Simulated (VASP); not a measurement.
Here is a VASP 6.6.1 calculation.

Contents of INCAR:

```
ALGO = Normal ; EDIFF = 1E-6
ENCUT = 520 ; GGA = PS
ISIF = 2 ; ISMEAR = 0
LASPH = T ; LCHARG = F
LREAL = F ; LWAVE = F
NBANDS = 96 ; NELM = 100
PREC = Accurate ; SIGMA = 0.1
```

The input KPOINTS:

```
k-points
0
Gamma
  3 3 3
```

Contents of POSCAR:

```
Mo
1.0
    2.6171397962      1.5110063658      9.1283619460
   -2.6171397962      1.5110063658      9.1283619460
    0.0000000000     -3.0220127316      9.1283619460
Mo
12
Direct
    0.0452696352      0.5479837156      0.0452696352
    0.0452696352      0.0452696352      0.5479837156
    0.5479837156      0.0452696352      0.0452696352
    0.9547303648      0.4520162844      0.9547303648
    0.4520162844      0.9547303648      0.9547303648
    0.9547303648      0.9547303648      0.4520162844
    0.2084892356      0.7044697614      0.2084892356
    0.2084892356      0.2084892356      0.7044697614
    0.7044697614      0.2084892356      0.2084892356
    0.7915107644      0.2955302386      0.7915107644
    0.2955302386      0.7915107644      0.7915107644
    0.7915107644      0.7915107644      0.2955302386
```

Potentials or basis: VASP PAW PBE potentials, release 64 (Mo_sv).

The run is started by

```console
$ cat potpaw_PBE.64/Mo_sv/POTCAR > POTCAR
$ mpirun -np 1 vasp_std > vasp.out
```

**Question.** Estimate the pressure.

**Answer.** 0.8 GPa.

**Question.** What does it give for the band gap on the k mesh?

**Answer.** Zero (band 84 reaches 11.25 eV, above the bottom of band 85 at 9.59 eV).

**Question.** Predict the largest force.

**Answer.** 0.026 eV/Å.

Forces on the atoms (eV/Å):
```
Mo   0.022 -0.012 -0.006
Mo   0.000  0.025 -0.006
Mo  -0.022 -0.012 -0.006
Mo  -0.022  0.012  0.006
Mo   0.022  0.012  0.006
Mo   0.000 -0.025  0.006
Mo  -0.018  0.011  0.007
Mo   0.000 -0.021  0.007
Mo   0.018  0.011  0.007
Mo   0.018 -0.011 -0.007
Mo  -0.018 -0.011 -0.007
Mo   0.000  0.021 -0.007
```

Caveat: the k points lie up to 0.47 Å⁻¹ apart; the PAW data sets were made with another functional, which shifts forces and pressure a little.
